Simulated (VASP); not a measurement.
# Pb (Fm-3m) in VASP: a series of runs

Aim: see how the results for Pb move with the level of theory and the settings. Levels: r2SCAN, r2SCAN+D4. Tasks: single point.

Program: VASP 6.6.1. These are calculated values, not measurements. Logs are shortened: lines on timing, memory, paths and dates and some standing lists are left out, and cuts for length are marked.

## (1) The cell of the first run

It takes space group Fm-3m (No. 225, cubic). The conventional cell has a = 4.917 Å, b = 4.917 Å, c = 4.917 Å, α = 90.00°, β = 90.00°, γ = 90.00°. Within 4.6 Å of Pb (site symmetry m-3m) lie 12 Pb at 3.48 Å.

## (2) Single point, r2SCAN

POSCAR

```
Pb
1.0
    0.0000000000      2.4584086270      2.4584086270
    2.4584086270      0.0000000000      2.4584086270
    2.4584086270      2.4584086270      0.0000000000
Pb
1
Direct
    0.0000000000      0.0000000000      0.0000000000
```

INCAR.step1

```
SYSTEM = Pb
PREC = Accurate
ENCUT = 520
ISMEAR = -1
SIGMA = 0.05
LREAL = .False.
LASPH = .True.
NELM = 60
NBANDS = 13
GGA = PE
ALGO = Normal
EDIFF = 1E-4
LWAVE = .True.
LCHARG = .False.
```

INCAR.step2

```
SYSTEM = Pb
PREC = Accurate
ENCUT = 520
EDIFF = 1E-6
ISMEAR = -1
SIGMA = 0.05
LREAL = .False.
LASPH = .True.
NELM = 60
ALGO = Normal
ISIF = 2
LWAVE = .False.
LCHARG = .True.
METAGGA = R2SCAN
LMIXTAU = .True.
LELF = .True.
LVHAR = .True.
NBANDS = 13
ISTART = 1
```

KPOINTS

```
regular mesh
0
Gamma
  9 9 9
  0 0 0
```

Potentials or basis: VASP PAW PBE potentials, release 64 (Pb_d).

Run with:

```
$ cat potpaw_PBE.64/Pb_d/POTCAR > POTCAR
$ cp INCAR.step1 INCAR
$ mpirun -np 1 vasp_std > vasp.out
$ cp INCAR.step2 INCAR
$ mpirun -np 1 vasp_std > vasp.out
```

OUTCAR:

```text
SYSTEM = Pb
   PREC = Accurate
   ENCUT = 520
   EDIFF = 1E-6
   ISMEAR = -1
   LREAL = .False.
   LASPH = .True.
   NELM = 60
   ISIF = 2
   METAGGA = R2SCAN
   ISTART = 1

 ion  position               nearest neighbor table
   1  0.000  0.000  0.000-

  LATTYP: Found a face centered cubic cell.
 ALAT       =     4.9168172540

  Lattice vectors:

 A1 = (   0.0000000000,   2.4584086270,   2.4584086270)
 A2 = (   2.4584086270,   0.0000000000,   2.4584086270)
 A3 = (   2.4584086270,   2.4584086270,   0.0000000000)

Analysis of symmetry for initial positions (statically):
[... 5 lines left out ...]
 face centered cubic supercell.

 Subroutine GETGRP returns: Found 48 space group operations
 (whereof 48 operations were pure point group operations)
 out of a pool of 48 trial point group operations.

The static configuration has the point symmetry O_h .

Analysis of symmetry for dynamics (positions and initial velocities):
[... 5 lines left out ...]
 face centered cubic supercell.

 Subroutine GETGRP returns: Found 48 space group operations
 (whereof 48 operations were pure point group operations)
 out of a pool of 48 trial point group operations.

The dynamic configuration has the point symmetry O_h .

 Subroutine INISYM returns: Found 48 space group operations
 (whereof 48 operations are pure point group operations),
 and found     1 'primitive' translations

----------------------------------------------------------------------------------------

                                     Primitive cell

  volume of cell :      29.7161

  direct lattice vectors                    reciprocal lattice vectors
     0.000000000  2.458408627  2.458408627    -0.203383601  0.203383601  0.203383601
     2.458408627  0.000000000  2.458408627     0.203383601 -0.203383601  0.203383601
     2.458408627  2.458408627  0.000000000     0.203383601  0.203383601 -0.203383601

  length of vectors
     3.476714822  3.476714822  3.476714822     0.352270731  0.352270731  0.352270731

  position of ions in fractional coordinates (direct lattice)
     0.000000000  0.000000000  0.000000000

  ion indices of the primitive-cell ions
   primitive index   ion index
                 1           1

----------------------------------------------------------------------------------------

 KPOINTS: regular mesh

Automatic generation of k-mesh.
 Grid dimensions read from file:
 generate k-points for:    9    9    9

 Generating k-lattice:

  Cartesian coordinates                     Fractional coordinates (reciprocal lattice)
    -0.022598178  0.022598178  0.022598178     0.111111111  0.000000000  0.000000000
     0.022598178 -0.022598178  0.022598178     0.000000000  0.111111111  0.000000000
     0.022598178  0.022598178 -0.022598178     0.000000000  0.000000000  0.111111111

  Length of vectors
     0.039141192  0.039141192  0.039141192

  Shift w.r.t. Gamma in fractional coordinates (k-lattice)
     0.000000000  0.000000000  0.000000000

 Subroutine IBZKPT returns following result:
 ===========================================

 Found     35 irreducible k-points:

 Following reciprocal coordinates:
            Coordinates               Weight
  0.000000  0.000000  0.000000      1.000000
  0.111111  0.000000  0.000000      8.000000
  0.222222  0.000000  0.000000      8.000000
  0.333333  0.000000  0.000000      8.000000
  0.444444  0.000000  0.000000      8.000000
  0.111111  0.111111  0.000000      6.000000
[... 16 lines left out ...]
 -0.333333  0.333333  0.000000     12.000000
  0.444444  0.444444  0.000000      6.000000
 [... further k-points ...]
   k-points           NKPTS =     35   k-points in BZ     NKDIM =     35   number of bands    NBANDS=     13
   number of dos      NEDOS =    301   number of ions     NIONS =      1
   total plane-waves  NPLWV =  21952
   dimension x,y,z NGX =    28 NGY =   28 NGZ =   28
   dimension x,y,z NGXF=    56 NGYF=   56 NGZF=   56
   ions per type =               1
   NGX,Y,Z   is equivalent  to a cutoff of  13.39, 13.39, 13.39 a.u.
   NGXF,Y,Z  is equivalent  to a cutoff of  26.78, 26.78, 26.78 a.u.
 SYSTEM =  Pb
   PREC   = accura    normal or accurate (medium, high low for compatibility)
   ISTART =      1    job   : 0-new  1-cont  2-samecut
   ICHARG =      0    charge: 1-file 2-atom 10-const
   ISPIN  =      1    spin polarized calculation?
   LNONCOLLINEAR =      F non collinear calculations
   LSORBIT =      F    spin-orbit coupling
   LASPH  =      T    aspherical Exc in radial PAW
   ENCUT  =  520.0 eV  38.22 Ry    6.18 a.u.   6.46  6.46  6.46*2*pi/ulx,y,z
   NELM   =     60;   NELMIN=  2; NELMDL=  0     # of ELM steps
   EDIFF  = 0.1E-05   stopping-criterion for ELM
   LREAL  =      F    real-space projection
   EDIFFG = 0.1E-04   stopping-criterion for IOM
   NSW    =      0    number of steps for IOM
   IBRION =     -1    ionic relax: 0-MD 1-quasi-New 2-CG
   NFREE  =      0    steps in history (QN), initial steepest desc. (CG)
   ISIF   =      2    stress and relaxation
   ISYM   =      2    0-nonsym 1-usesym 2-fastsym
   POTIM  = 0.5000    time-step for ionic-motion
   TEBEG  =    0.0;   TEEND  =   0.0 temperature during run
   PSTRESS=    0.0 pullay stress
   NELECT =      14.0000    total number of electrons
   NUPDOWN=      -1.0000    fix difference up-down
   EMIN   =  10.00;   EMAX   =-10.00  energy-range for DOS
   EFERMI =   0.00;   METHOD = LEGACY
   ISMEAR =    -1;   SIGMA  =   0.05  broadening in eV -4-tet -1-fermi 0-gaus
   EFERMI_NEDOS =   21; number of points for ismear=-14 and -15
   IALGO  =     38    algorithm
   IMIX   =      4    mixing-type and parameters
     AMIX     =   0.40;   BMIX     =  1.00
     AMIX_MAG =   1.60;   BMIX_MAG =  1.00
  volume/ion in A,a.u.               =      29.72       200.53
  Fermi-wavevector in a.u.,A,eV,Ry     =   1.273855  2.407238 22.078274  1.622707
  Thomas-Fermi vector in A             =   2.406656
   LORBIT       =      0    0 simple, 1 ext, 2 COOP (PROOUT), +10 PAW based schemes
   METAGGA = R2SCAN    functional components
   LHFCALC =     F    Hartree Fock is set to
   AEXX    =    0.0000 exact exchange contribution
   IVDW    =     0    specifies the selected vdW correction
   LEPSILON=     F    determine dielectric tensor
   LRPA    =     F    only Hartree local field effects (RPA)
 non-spin polarized calculation
  energy-cutoff  :      520.00
  volume of cell :       29.72
 maximum number of plane-waves:       821
 NGX is ok and might be reduce to    28
   NGX = 13   NGY = 13   NGZ = 13

 number of electron      13.9999999 magnetization

 Free energy of the ion-electron system (eV)
  ---------------------------------------------------
  ext. energy  EPLUGINS =         0.00000000
  ---------------------------------------------------
  free energy    TOTEN  =       -56.28832574 eV

  energy without entropy =      -56.28505159  energy(sigma->0) =      -56.28668866

 E-fermi :   7.2778     XC(G=0): -11.0368

 val. band max:        7.2762943064   @ k =  -0.2222   0.3333   0.1111
 cond. band min:       7.4885798733   @ k =   0.3333   0.3333   0.0000
 fundamental gap:      0.2122855669
 Fermi energy:         7.2778184256

 k-point     1 :       0.0000    0.0000    0.0000
  band No.  band energies     occupation
      1     -10.2902      2.00000
      2     -10.2902      2.00000
      3     -10.2902      2.00000
      4     -10.1324      2.00000
      5     -10.1324      2.00000
      6      -4.9902      2.00000
      7      15.3588      0.00000
      8      15.3588      0.00000
      9      15.3588      0.00000
     10      17.8869      0.00000
     11      20.0260      0.00000
     12      20.7126      0.00000
     13      20.7126      0.00000

 k-point     2 :       0.1111    0.0000    0.0000
  band No.  band energies     occupation
      1     -10.2913      2.00000
      2     -10.2716      2.00000
      3     -10.2716      2.00000
      4     -10.1325      2.00000
      5     -10.1325      2.00000
      6      -4.7348      2.00000
      7      12.8912      0.00000
      8      15.0538      0.00000
      9      15.0538      0.00000
     10      17.4894      0.00000
     11      20.8867      0.00000
     12      21.2534      0.00000
     13      21.2534      0.00000

 k-point     3 :       0.2222    0.0000    0.0000
  band No.  band energies     occupation
      1     -10.2987      2.00000
      2     -10.2497      2.00000
      3     -10.2497      2.00000
      4     -10.1067      2.00000
      5     -10.1067      2.00000
      6      -3.9689      2.00000
      7       9.2026      0.00000
      8      14.4069      0.00000
      9      14.4069      0.00000
     10      17.1757      0.00000
     11      20.2113      0.00000
     12      20.8880      0.00000
     13      20.8880      0.00000

 k-point     4 :       0.3333    0.0000    0.0000
  band No.  band energies     occupation
      1     -10.3138      2.00000
      2     -10.2609      2.00000
      3     -10.2609      2.00000
      4     -10.0397      2.00000
      5     -10.0397      2.00000
      6      -2.7339      2.00000
      7       5.8665      2.00000
      8      13.7886      0.00000
      9      13.7886      0.00000
     10      17.1042      0.00000
     11      18.8439      0.00000
     12      19.9281      0.00000
     13      19.9281      0.00000

 k-point     5 :       0.4444    0.0000    0.0000
  band No.  band energies     occupation
      1     -10.3270      2.00000
      2     -10.2761      2.00000
      3     -10.2761      2.00000
      4      -9.9870      2.00000
      5      -9.9870      2.00000
      6      -1.3476      2.00000
      7       3.4045      2.00000
      8      13.4230      0.00000
      9      13.4230      0.00000
     10      17.3035      0.00000
     11      17.9190      0.00000
     12      19.4410      0.00000
     13      19.4410      0.00000

 k-point     6 :       0.1111    0.1111    0.0000
  band No.  band energies     occupation
      1     -10.3123      2.00000
      2     -10.2516      2.00000
      3     -10.2516      2.00000
      4     -10.1556      2.00000
      5     -10.1162      2.00000
      6      -4.6499      2.00000
      7      13.6719      0.00000
      8      14.0936      0.00000
      9      14.0936      0.00000
     10      16.9660      0.00000
     11      19.8299      0.00000
     12      22.2242      0.00000
     13      22.3649      0.00000

 k-point     7 :       0.2222    0.1111    0.0000
  band No.  band energies     occupation
      1     -10.3230      2.00000
      2     -10.2249      2.00000
      3     -10.2176      2.00000
      4     -10.1624      2.00000
      5     -10.0888      2.00000
      6      -4.0542      2.00000
      7      10.4682      0.00000
      8      13.2065      0.00000
      9      13.7771      0.00000
     10      17.1496      0.00000
     11      18.4879      0.00000
     12      21.6010      0.00000
     13      22.8088      0.00000
[... 193 lines left out ...]
 k-point    20 :       0.3333    0.3333    0.0000
  band No.  band energies     occupation
      1     -10.4312      2.00000
      2     -10.3071      2.00000
      3     -10.0324      2.00000
      4     -10.0324      2.00000
      5     -10.0278      2.00000
      6      -1.9769      2.00000
      7       7.4886      0.02911
      8      10.5463      0.00000
      9      10.5463      0.00000
     10      14.3884      0.00000
     11      14.9859      0.00000
     12      26.6941      0.00000
     13      26.6942      0.00000

 k-point    21 :       0.4444    0.3333    0.0000
  band No.  band energies     occupation
      1     -10.4312      2.00000
      2     -10.3259      2.00000
      3     -10.0442      2.00000
      4     -10.0063      2.00000
      5      -9.9696      2.00000
      6      -0.8576      2.00000
      7       5.8141      2.00000
      8       8.9600      0.00000
      9      10.2187      0.00000
     10      14.2701      0.00000
     11      16.0506      0.00000
     12      25.5444      0.00000
     13      25.9265      0.00000

 k-point    22 :      -0.4444    0.3333    0.0000
  band No.  band energies     occupation
      1     -10.3961      2.00000
      2     -10.2801      2.00000
      3     -10.0648      2.00000
      4     -10.0417      2.00000
      5      -9.9723      2.00000
      6       0.1617      2.00000
      7       4.8333      2.00000
      8       6.9853      1.99426
      9      10.4890      0.00000
     10      14.4357      0.00000
     11      18.8308      0.00000
     12      24.6018      0.00000
     13      24.8429      0.00000

 k-point    23 :      -0.3333    0.3333    0.0000
  band No.  band energies     occupation
      1     -10.3545      2.00000
      2     -10.1758      2.00000
      3     -10.1228      2.00000
      4     -10.0965      2.00000
      5     -10.0222      2.00000
      6      -0.0019      2.00000
      7       5.5582      2.00000
      8       5.7653      2.00000
      9      11.3255      0.00000
     10      14.9488      0.00000
     11      22.1484      0.00000
     12      23.8271      0.00000
     13      23.8686      0.00000

 k-point    24 :       0.4444    0.4444    0.0000
  band No.  band energies     occupation
      1     -10.4721      2.00000
      2     -10.3675      2.00000
      3      -9.9968      2.00000
      4      -9.9516      2.00000
      5      -9.9516      2.00000
      6       0.0055      2.00000
      7       4.5415      2.00000
      8       9.7091      0.00000
      9       9.7091      0.00000
     10      13.5319      0.00000
     11      14.5914      0.00000
     12      26.8742      0.00000
     13      28.7885      0.00000

 [... further k-points ...]
[... 5 lines left out ...]
  --------------------------------------------------------------------------------------
  -------------------------------------------------------------------------------------
  Total        0.4093221      0.4093221      0.4093221      0.0000000      0.0000000     -0.0000000
  in kB       22.0690484     22.0690484     22.0690484      0.0000000      0.0000000     -0.0000000
  external PRESSURE =      22.0690484 kB  Pullay stress =       0.0000000 kB

 VOLUME and BASIS-vectors are now :
 -----------------------------------------------------------------------------
  energy-cutoff  :      520.00
  volume of cell :       29.72
      direct lattice vectors                 reciprocal lattice vectors
     0.000000000  2.458408627  2.458408627    -0.203383601  0.203383601  0.203383601
     2.458408627  0.000000000  2.458408627     0.203383601 -0.203383601  0.203383601
     2.458408627  2.458408627  0.000000000     0.203383601  0.203383601 -0.203383601

 POSITION                                       TOTAL-FORCE (eV/Angst)
 -----------------------------------------------------------------------------------
      0.00000      0.00000      0.00000        -0.000000     -0.000000     -0.000000
 -----------------------------------------------------------------------------------
    total drift:                               -0.000000     -0.000000     -0.000000

  FREE ENERGIE OF THE ION-ELECTRON SYSTEM (eV)
  ---------------------------------------------------
  free  energy   TOTEN  =       -56.2883257408 eV

  energy  without entropy=      -56.2850515852  energy(sigma->0) =      -56.28668866
```

It took 34 s on 1 thread of Intel Xeon Platinum 8559C (Emerald Rapids), shared host; peak memory 0.16 GiB.

What came out:

| Quantity | Value |
| --- | --- |
| Free energy | -56.2883 eV |
| Pressure | 2.2 GPa |
| Band gap on the k mesh | zero (band 7 reaches 15.36 eV, above the bottom of band 8 at 5.77 eV) |

Levels at points of the mesh, in eV from the Fermi level:
| k point | band 5 | band 6 | band 7 | band 8 | band 9 | band 10 |
| --- | --- | --- | --- | --- | --- | --- |
| (0.00, 0.00, 0.00) | -17.41 | -12.27 | 8.08 | 8.08 | 8.08 | 10.61 |

Caveat: the PAW data sets were made with another functional, which shifts forces and pressure a little; spin-orbit coupling is left out, which moves the levels of the heavy elements.

## (3) Single point, r2SCAN+D4

This run uses another cell than the first one, of 30.32 Å³/atom, 1.020 times its volume.

POSCAR

```
Pb
1.0
    0.0000000000      2.4750200000      2.4750200000
    2.4750200000      0.0000000000      2.4750200000
    2.4750200000      2.4750200000      0.0000000000
Pb
1
Direct
    0.0000000000      0.0000000000      0.0000000000
```

INCAR.step1

```
PREC = Accurate
ENCUT = 520
ISMEAR = -1
SIGMA = 0.05
LREAL = F
LASPH = T
NELM = 80
NBANDS = 13
GGA = PE
ALGO = Normal
EDIFF = 1E-4
LWAVE = T
LCHARG = F
```

INCAR.step2

```
PREC = Accurate
ENCUT = 520
EDIFF = 1E-6
ISMEAR = -1
SIGMA = 0.05
LREAL = F
LASPH = T
NELM = 80
ALGO = Normal
ISIF = 2
LWAVE = F
LCHARG = T
METAGGA = R2SCAN
LMIXTAU = T
IVDW = 13
VDW_S6 = 1.0
VDW_S8 = 0.6018749
VDW_A1 = 0.51559235
VDW_A2 = 5.77342911
LELF = T
LVHAR = T
NBANDS = 13
ISTART = 1
```

KPOINTS

```
regular mesh
0
Gamma
  9 9 9
```

Potentials or basis: VASP PAW PBE potentials, release 64 (Pb_d).

Run with:

```
$ cat potpaw_PBE.64/Pb_d/POTCAR > POTCAR
$ cp INCAR.step1 INCAR
$ mpirun -np 1 vasp_std > vasp.out
$ cp INCAR.step2 INCAR
$ mpirun -np 1 vasp_std > vasp.out
```

It took 35 s on 1 thread of Intel Xeon Platinum 8559C (Emerald Rapids), shared host; peak memory 0.17 GiB.

It converged, with:

- Free energy: -56.4318 eV
- Pressure: 0.4 GPa
- Band gap on the k mesh: zero (band 7 reaches 14.96 eV, above the bottom of band 8 at 5.58 eV)
- Dispersion energy per atom: -0.137 eV

Levels at points of the mesh, in eV from the Fermi level:
```
           k point  band 4  band 5  band 6  band 7  band 8  band 9  band 10  band 11
(0.00, 0.00, 0.00)  -17.41  -17.41  -12.13    7.90    7.90    7.90    10.59    12.46
```

Caveat: the PAW data sets were made with another functional, which shifts forces and pressure a little; spin-orbit coupling is left out, which moves the levels of the heavy elements; pairwise dispersion overbinds metals, which lowers pressure and volume.
